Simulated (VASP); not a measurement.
Input of a VASP 6.6.1 run:

Contents of INCAR:

```
SYSTEM = AlRu
PREC = Accurate ; ENCUT = 520
EDIFF = 1E-6 ; ISMEAR = 0
SIGMA = 0.15 ; LREAL = .False.
LASPH = .True. ; NELM = 60
ALGO = Fast ; ISIF = 2
LWAVE = .False. ; LCHARG = .True.
GGA = PS ; LELF = .True.
LVHAR = .True. ; NBANDS = 16
```

KPOINTS

```
regular mesh
0
Gamma
  16 16 16
  0 0 0
```

Contents of POSCAR:

```
AlRu
1.0
    2.9018520000      0.0000000000      0.0000000000
    0.0000000000      2.9916000000      0.0000000000
    0.0000000000      0.0000000000      2.9916000000
Al Ru
1 1
Direct
    0.0000000000      0.0000000000      0.0000000000
    0.5000000000      0.5000000000      0.5000000000
```

Potentials or basis: VASP PAW PBE potentials, release 64 (Al, Ru_pv).

The run is started by

```console
$ cat potpaw_PBE.64/Al/POTCAR potpaw_PBE.64/Ru_pv/POTCAR > POTCAR
$ mpirun -np 1 vasp_std > vasp.out
```

Task: Estimate the band gap on the k mesh.

Result: Zero (an odd number of electrons rules out a gap without spin polarisation).

Task: Predict the pressure.

Result: 3.6 GPa.

Stress tensor (GPa, compression positive):
```
7.45 0.00 0.00
0.00 1.63 0.00
0.00 0.00 1.63
```

Caveat: the cell differs from its parent crystal (strain -0.0300 x Voigt [1, 0, 0, 0, 0, 0]); the cell stands under pressure; the PAW data sets were made with another functional, which shifts forces and pressure a little.
